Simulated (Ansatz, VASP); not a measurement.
## MgS in VASP and in Ansatz

```
Mg S
1.0
     0.00000    2.59104    2.59104
     2.59104    0.00000    2.59104
     2.59104    2.59104    0.00000
Mg S
1 1
Cartesian
  0.0000 0.0000 0.0000
  2.5910 2.5910 2.5910
```

Alike in both runs: task single point; functional PBEsol; k mesh 10 × 10 × 10; occupations gaussian, width 0.05 eV; no spin polarisation.

|  | VASP | Ansatz |
| --- | --- | --- |
| version | VASP 6.6.1 | Ansatz 0.2.0 |
| potentials or method | VASP PAW PBE potentials, release 64 (Mg, S), cutoff 520 eV | scalar-relativistic, plane waves, PAW |
| valence electrons in the cell | 8 | 16 |

Ansatz gave:

```
gap on the k mesh at the Fermi level (eV) : 2.73
least direct gap on the mesh (eV)         : 3.69
pressure (GPa)                            : 0.0
```

Task: Which values does VASP return?

Result: gap on the k mesh at the Fermi level (eV): 2.73; least direct gap on the mesh (eV): 3.69; pressure (GPa): -0.2.

VASP's potentials were made for PBE, not for PBEsol. VASP's potentials hold 8 valence electrons a cell and Ansatz's 16, so a difference there can come from the potentials and not from the codes.
